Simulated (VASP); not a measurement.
Wanted: the native input for a VASP 6.6.1 run.

- Task: relaxation of shape and atoms at fixed volume
- Functional: LDA
- Potentials or basis: VASP PAW LDA potentials, release 64 (Si)
- Cutoff: 600 eV
- k mesh: 15 × 15 × 8
- Occupations: fermi-dirac, width 0.1 eV
- Spin: no spin polarisation
- Dipole correction: no
- Further INCAR settings: ALGO = Normal; EDIFF = 1e-07; IBRION = 2; EDIFFG = -0.005; NSW = 50; ISIF = 4

The structure of Si lies in POSCAR:

```
Si
1.0
    2.5048864697      0.0000000000      0.0000000000
   -1.2524432349      2.1692953164      0.0000000000
    0.0000000000      0.0000000000      4.2646946176
Si
2
Direct
    0.3333333333      0.6666666667      0.2500000000
    0.6666666667      0.3333333333      0.7500000000
```

This isn't the form of Si at room conditions, which is diamond.

The input as run:

INCAR

```
SYSTEM = Si
  ALGO = Normal
  EDIFF = 1E-7
  EDIFFG = -0.005
  ENCUT = 600
  IBRION = 2
  ISIF = 4
  ISMEAR = -1
  LASPH = .TRUE.
  LCHARG = .FALSE.
  LREAL = .FALSE.
  LWAVE = .FALSE.
  NELM = 100
  NSW = 50
  PREC = Accurate
  SIGMA = 0.1
```

KPOINTS

```
k-points
0
G
  15 15 8
  0 0 0
```

Potentials or basis: VASP PAW LDA potentials, release 64 (Si).

Launch:

```sh
$ cat potpaw_LDA.64/Si/POTCAR > POTCAR
$ mpirun -np 1 vasp_std > vasp.out
```

It gave:

The energy gained by relaxing is 0.2 meV/atom. The ionic steps are 2 and the pressure after relaxing is 24.8 GPa. The band gap on the k mesh is zero (bands 4 and 5 overlap by 14.54 eV).

Run time: 51 s on 1 thread of Intel Xeon 8259CL (shared host), peak memory 0.14 GiB.
